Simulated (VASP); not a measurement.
Input of a VASP 6.6.1 run:

Contents of POSCAR:

```
AlN
1.0
    3.1066937602      0.0000000000      0.0000000000
   -1.5533468801      2.6904757181      0.0000000000
    0.0000000000      0.0000000000      4.9785915519
Al N
2 2
Direct
    0.3333333333      0.6666666667     -0.0032954727
    0.6666666667      0.3333333333      0.4967045273
    0.3333333333      0.6666666667      0.3782954727
    0.6666666667      0.3333333333      0.8782954727
```

Contents of INCAR.step1:

```
SYSTEM = AlN
  PREC = Accurate
  ENCUT = 500
  EDIFF = 1E-8
  ISMEAR = 0
  SIGMA = 0.01
  LREAL = .FALSE.
  LASPH = .TRUE.
  NELM = 100
  ALGO = Normal
  LWAVE = .TRUE.
  LCHARG = .FALSE.
  GGA = PE
```

The input INCAR.step2:

```
SYSTEM = AlN
  PREC = Accurate
  ENCUT = 500
  EDIFF = 1E-8
  ISMEAR = 0
  SIGMA = 0.01
  LREAL = .FALSE.
  LASPH = .TRUE.
  NELM = 1
  ALGO = Exact
  LWAVE = .TRUE.
  LCHARG = .FALSE.
  GGA = PE
  NBANDS = 75
  LOPTICS = .TRUE.
  ISTART = 1
```

INCAR.step3

```
SYSTEM = AlN
  PREC = Accurate
  ENCUT = 500
  EDIFF = 1E-8
  ISMEAR = 0
  SIGMA = 0.01
  LREAL = .FALSE.
  LASPH = .TRUE.
  ALGO = EVGW0
  LWAVE = .FALSE.
  LCHARG = .FALSE.
  GGA = PE
  NELMGW = 1
  NBANDS = 75
  ENCUTGW = 80.0
  NOMEGA = 96
  PRECFOCK = Fast
  ISTART = 1
  NBANDSGW = 16
  OMEGAMAX = 20
```

KPOINTS

```
regular mesh
0
G
  9 9 4
  0 0 0
```

Potentials or basis: VASP PAW PBE potentials, release 64 (Al_GW, N_GW).

Run with:

```sh
$ cat potpaw_PBE.64/Al_GW/POTCAR potpaw_PBE.64/N_GW/POTCAR > POTCAR
$ cp INCAR.step1 INCAR
$ mpirun -np 1 vasp_std > vasp.out
$ cp INCAR.step2 INCAR
$ mpirun -np 1 vasp_std > vasp.out
$ cp INCAR.step3 INCAR
$ mpirun -np 1 vasp_std > vasp.out
```

Task: What does it give for the quasiparticle gap?

Result: 5.58 eV.

Task: Estimate the least direct quasiparticle gap.

Result: 5.58 eV.

Task: What does it give for the least direct gap of the starting levels on the mesh?

Result: 4.24 eV.

Task: Estimate the band gap of the starting levels on the mesh.

Result: 4.24 eV.

Caveat: bands, screening cutoff and mesh are small and nothing is extrapolated, so the quasiparticle values aren't converged.
